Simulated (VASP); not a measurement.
Wanted: the native input for a VASP 6.6.1 run.

```yaml
Task: single point
Functional: LDA
Potentials_or_basis: VASP PAW LDA potentials, release 64 (Fe)
Cutoff: 520 eV
k_mesh: 10 × 10 × 10
Occupations: gaussian, width 0.15 eV
Spin: non-collinear spin, typed start
Starting_moments: "[[-1.469, 2.08, 0.123]] μB"
Dipole_correction: no
Further_INCAR_settings: ALGO = Normal; EDIFF = 1e-06; NBANDS = 19
```

The structure of Fe lies in POSCAR:

```
Fe
1.0
   -1.4713013028      1.4713013028      1.4713013028
    1.4713013028     -1.4713013028      1.4713013028
    1.4713013028      1.4713013028     -1.4713013028
Fe
1
Direct
    0.0000000000      0.0000000000      0.0000000000
```

One way to write it, as run:

INCAR

```
PREC = Accurate
ENCUT = 520
EDIFF = 1E-6
ISMEAR = 0
SIGMA = 0.15
LREAL = F
LASPH = T
NELM = 150
ALGO = Normal
ISIF = 2
LWAVE = F
LCHARG = F
LNONCOLLINEAR = T
MAGMOM = -1.469 2.08 0.123
LORBIT = 11
LMAXMIX = 4
GGA = CA
NBANDS = 19
```

KPOINTS

```
Automatic mesh
0
Gamma
  10 10 10
```

Potentials or basis: VASP PAW LDA potentials, release 64 (Fe).

Launch:

```console
$ cat potpaw_LDA.64/Fe/POTCAR > POTCAR
$ mpirun -np 1 vasp_ncl > vasp.out
```

Results of the run:

The pressure is -32.2 GPa, the band gap on the k mesh is zero (bands 8 and 9 overlap by 2.86 eV) and the net moment is 2.25 μB per cell. The valence electrons inside the program's atomic spheres are Fe 7.07.

Caveat: the cell stands under tension.

Wall time 4.1 min on 1 thread of Intel Xeon 8259CL, with other jobs on the host, peak memory 0.29 GiB.
